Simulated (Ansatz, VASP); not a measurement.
**One calculation of NaF, two programs**

```xyz
2
Lattice="0.0000 2.2514 2.2514 2.2514 0.0000 2.2514 2.2514 2.2514 0.0000" Properties=species:S:1:pos:R:3 pbc="T T T"
Na    0.0000    0.0000    0.0000
F     2.2514    2.2514    2.2514
```

Alike in both runs: functional LDA; k mesh 8 × 8 × 8; occupations gaussian, width 0.02 eV; no spin polarisation.

Ansatz relaxed the structure, and its values are those at the end. VASP's run is a single point on that final structure, the one shown.

```csv
,VASP,Ansatz
version,VASP 6.6.1,Ansatz 0.2.0
potentials or method,"VASP PAW LDA potentials, release 64 (Na_pv, F), cutoff 520 eV","scalar-relativistic, plane waves, PAW"
valence electrons in the cell,14,16
```

Ansatz gave:

- gap on the k mesh at the Fermi level (eV): 6.46
- least direct gap on the mesh (eV): 6.46
- pressure (GPa): 0.0

**Question.** Which values does VASP return?

**Answer.** gap on the k mesh at the Fermi level (eV): 6.44; least direct gap on the mesh (eV): 6.44; pressure (GPa): 0.0.

LDA's correlation is that of Perdew and Zunger in VASP and of Perdew and Wang (1992) in Ansatz. VASP's potentials hold 14 valence electrons a cell and Ansatz's 16, so a difference there can come from the potentials and not from the codes.
